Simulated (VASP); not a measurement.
# Au: relaxation of cell and atoms with PBE

Crystal: Au.

```
Au
1.0
    -1.53785    1.53785    1.53785
     1.53785   -1.53785    1.53785
     1.53785    1.53785   -1.53785
Au
1
Direct
  0.00000 0.00000 0.00000
```

This isn't the form of Au at room conditions, which is fcc.

```
Program                : VASP 6.6.1
Task                   : relaxation of cell and atoms
Functional             : PBE
Potentials or basis    : VASP PAW PBE potentials, release 64 (Au)
Cutoff                 : 600 eV
k mesh                 : 18 × 18 × 18
Occupations            : fermi-dirac, width 0.1 eV
Spin                   : no spin polarisation
Target pressure        : 55 GPa
Dipole correction      : no
Further INCAR settings : ALGO = Normal; EDIFF = 1e-06; IBRION = 2; EDIFFG = -0.005; NSW = 32; ISIF = 3
```

The relaxed volume is 14.53 Å³/atom. The relaxed cell is a = 2.663 Å, b = 2.663 Å, c = 2.663 Å, α = 109.47°, β = 109.47°, γ = 109.47°. The space group after relaxing (to 0.1 Å) is Im-3m (No. 229) and the energy change on relaxing (the run minimises the enthalpy) is +4.8 meV/atom. The ionic steps are 3, the pressure after relaxing is 55.0 GPa and the band gap on the k mesh is zero (an odd number of electrons rules out a gap without spin polarisation).

The path:
| step | energy change (eV) | largest force (eV/Å) | pressure (GPa) | volume (Å³) |
| --- | --- | --- | --- | --- |
| 1 | 0.0000 | 0.0000 | 54.60 | 14.55 |
| 2 | 0.0264 | 0.0000 | 56.78 | 14.47 |
| 3 | 0.0048 | 0.0000 | 55.01 | 14.53 |

Final structure:
```xyz
1
Lattice="-1.5374 1.5374 1.5374 1.5374 -1.5374 1.5374 1.5374 1.5374 -1.5374" Properties=species:S:1:pos:R:3 pbc="T T T"
Au    0.0000    0.0000    0.0000
```

Levels at points of the mesh, in eV from the Fermi level:
```tsv
k point	band 3	band 4	band 5	band 6	band 7	band 8	band 9
(0.00, 0.00, 0.00)	-5.92	-5.92	-3.44	-3.44	16.34	16.34	16.34
(0.50, 0.00, 0.00)	-3.60	-3.13	-1.41	-1.34	4.60	12.29	15.07
(0.50, 0.50, 0.50)	-1.86	-1.86	-1.86	6.42	6.42	6.42	11.80
```

Wall time 17 s on 1 thread of Intel(R) Xeon(R) 6975P-C (Granite Rapids), with other jobs on the host, peak memory 0.17 GiB.

Caveat: the cell is relaxed towards a set pressure, so the run minimises the enthalpy, not the energy; spin-orbit coupling is left out, which moves the levels of the heavy elements.
